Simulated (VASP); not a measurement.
Input of a VASP 6.6.1 run:

The input INCAR:

```
  PREC = Accurate
  ENCUT = 520
  EDIFF = 1E-6
  ISMEAR = 0
  SIGMA = 0.05
  LREAL = F
  LASPH = T
  NELM = 80
  ALGO = Fast
  ISIF = 2
  LWAVE = F
  LCHARG = T
  GGA = PE
  LELF = T
  LVHAR = T
  NBANDS = 64
```

KPOINTS

```
regular mesh
0
Gamma
  6 6 6
```

Contents of POSCAR:

```
SnO2
1.0
    0.0000000000      4.5220682583      4.5220682583
    4.5220682583      0.0000000000      4.5220682583
    4.5220682583      4.5220682583      0.0000000000
Sn O
4 8
Direct
    0.1446812598     -0.0521313378      0.6053187402
    0.6250000000      0.1250000000      0.1250000000
    0.1250000000      0.6250000000      0.1250000000
    0.1250000000      0.1250000000      0.1250000000
    0.8910551956      0.8910551956      0.8910551956
    0.8910551956      0.3268344131      0.8910551956
    0.8910551956      0.8910551956      0.3268344131
    0.3268344131      0.8910551956      0.8910551956
    0.9231655869      0.3589448044      0.3589448044
    0.3589448044      0.3589448044      0.9231655869
    0.3589448044      0.9231655869      0.3589448044
    0.3589448044      0.3589448044      0.3589448044
```

Potentials or basis: VASP PAW PBE potentials, release 64 (Sn_d, O).

Run with:

```console
$ cat potpaw_PBE.64/Sn_d/POTCAR potpaw_PBE.64/O/POTCAR > POTCAR
$ mpirun -np 1 vasp_std > vasp.out
```

What does it give for the pressure?

15.7 GPa.

Predict the largest force.

26.390 eV/Å.

What does it give for the band gap on the k mesh?

Zero (bands 52 and 53 overlap by 0.01 eV).

Forces on the atoms (eV/Å):
```
Sn   21.918   3.045  -8.187
Sn    3.177  -0.055   4.530
Sn    0.846   5.012  -1.183
Sn   -1.787  -6.921   1.056
O     2.260   0.065  -5.977
O     0.333   0.722  -1.126
O    -0.065   0.567  -0.688
O    -0.959  -0.343  -1.056
O    -1.305   0.580  -0.890
O    -0.683  -0.345  -0.176
O   -22.477  -1.756  13.716
O    -1.259  -0.571  -0.019
```

Caveat: the cell differs from its parent crystal (atom 1 (Sn) moved by -0.890 Å along [1 0 0] and -0.712 Å along [0 0 1]); the cell stands under pressure; semilocal functionals underestimate gaps, so a narrow gap can read as zero; spin-orbit coupling is left out, which moves the levels of the heavy elements; forces of over 1 eV/Å act on the atoms, so gaps and moduli don't describe the material at rest.
